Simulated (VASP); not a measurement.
Se: single point with PBE

Se:

```xyz
1
Lattice="2.4960 0.0000 0.0000 -1.2480 2.1616 0.0000 0.0000 0.0000 2.3163" Properties=species:S:1:pos:R:3 pbc="T T T"
Se    0.0000    0.0000    0.0000
```

```
Program                : VASP 6.6.1
Task                   : single point
Functional             : PBE
Potentials or basis    : VASP PAW PBE potentials, release 64 (Se)
Cutoff                 : 520 eV
k mesh                 : 18 × 18 × 16
Occupations            : fermi-dirac, width 0.08 eV
Spin                   : no spin polarisation
Dipole correction      : no
Further INCAR settings : ALGO = Normal; EDIFF = 1e-06; NBANDS = 9
```

```yaml
Pressure: 131.4 GPa
Band_gap_on_the_k_mesh: zero (band 3 reaches 21.84 eV, above the bottom of band 4 at 7.19 eV)
```

Stress tensor (GPa, compression positive):
```
131.30   0.00   0.00
  0.00 131.30   0.00
  0.00   0.00 131.69
```

Levels at points of the mesh, in eV from the Fermi level:
```
           k point  band 1  band 2  band 3  band 4  band 5  band 6  band 7
(0.00, 0.00, 0.00)  -22.74    3.27    4.64    4.64    7.29   12.36   12.36
(0.50, 0.00, 0.00)  -16.51  -12.67   -0.49    4.95    7.91   15.86   16.21
(0.00, 0.00, 0.50)  -17.66  -13.21    8.41    8.41   16.21   16.21   16.53
(0.50, 0.00, 0.50)  -10.73   -8.67   -8.40   -0.60    3.29   10.50   12.20
```

Wall time 35 s on 1 thread of AMD EPYC 7R43 64-Core Processor (Zen 3), with other jobs on the host, peak memory 0.11 GiB.
